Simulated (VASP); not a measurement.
BaAgF3: relaxation of cell and atoms with PBE

The system is BaAgF3.

```
Ba Ag F
1.0
     4.57915    0.00000    0.00000
     0.00000    4.57915    0.00000
     0.00000    0.00000    4.57915
Ba Ag F
1 1 3
Direct
  0.00000 0.00000 0.00000
  0.50000 0.50000 0.50000
  0.00000 0.50000 0.50000
  0.50000 0.50000 0.00000
  0.50000 0.00000 0.50000
```

```
Program                : VASP 6.6.1
Task                   : relaxation of cell and atoms
Functional             : PBE
Potentials or basis    : VASP PAW PBE potentials, release 64 (Ba_sv, Ag, F)
Cutoff                 : 600 eV
k mesh                 : 8 × 8 × 8
Occupations            : gaussian, width 0.01 eV
Spin                   : no spin polarisation
Dipole correction      : no
Further INCAR settings : ALGO = Normal; EDIFF = 1e-07; IBRION = 2; EDIFFG = -0.001; NSW = 80; ISIF = 3
```

```yaml
Relaxed_volume: 19.18 Å³/atom
Relaxed_cell: a = 4.577 Å, b = 4.577 Å, c = 4.577 Å, α = 90.00°, β = 90.00°, γ = 90.00°
Space_group_after_relaxing_to_0.05_Å: Pm-3m (No. 221)
Energy_gained_by_relaxing: 0.0 meV/atom
Ionic_steps: 3
Pressure_after_relaxing: 0.0 GPa
Band_gap_on_the_k_mesh: 0.26 eV, indirect (least direct gap 2.12 eV)
```

Final structure:
```yaml
crystal:
  lattice:
    - [4.57731, 0.00000, 0.00000]
    - [0.00000, 4.57731, 0.00000]
    - [0.00000, 0.00000, 4.57731]
  atoms:
    - { symbol: Ba, position: [0.00000, 0.00000, 0.00000] }
    - { symbol: Ag, position: [0.50000, 0.50000, 0.50000] }
    - { symbol: F, position: [0.00000, 0.50000, 0.50000] }
    - { symbol: F, position: [0.50000, 0.50000, 0.00000] }
    - { symbol: F, position: [0.50000, 0.00000, 0.50000] }
```

Levels at points of the mesh, in eV from the valence-band top:
| k point | band 18 | band 19 | band 20 | band 21 | band 22 | band 23 | band 24 | band 25 |
| --- | --- | --- | --- | --- | --- | --- | --- | --- |
| (0.00, 0.00, 0.00) | -2.50 | -2.50 | -1.98 | -1.98 | 0.26 | 1.59 | 1.59 | 3.73 |
| (0.50, 0.00, 0.00) | -2.03 | -2.03 | -1.97 | -1.03 | 2.15 | 2.30 | 3.32 | 3.73 |
| (0.50, 0.50, 0.00) | -2.02 | -1.78 | -1.61 | 0.00 | 2.38 | 2.86 | 3.95 | 3.95 |
| (0.50, 0.50, 0.50) | -1.76 | -1.76 | 0.00 | 0.00 | 2.12 | 2.12 | 2.12 | 4.57 |

Run time: 93 s on 1 thread of Intel(R) Xeon(R) 6975P-C (Granite Rapids), with other jobs on the host, peak memory 0.3 GiB.

Caveat: spin-orbit coupling is left out, which moves the levels of the heavy elements. A k mesh can miss the band edges.
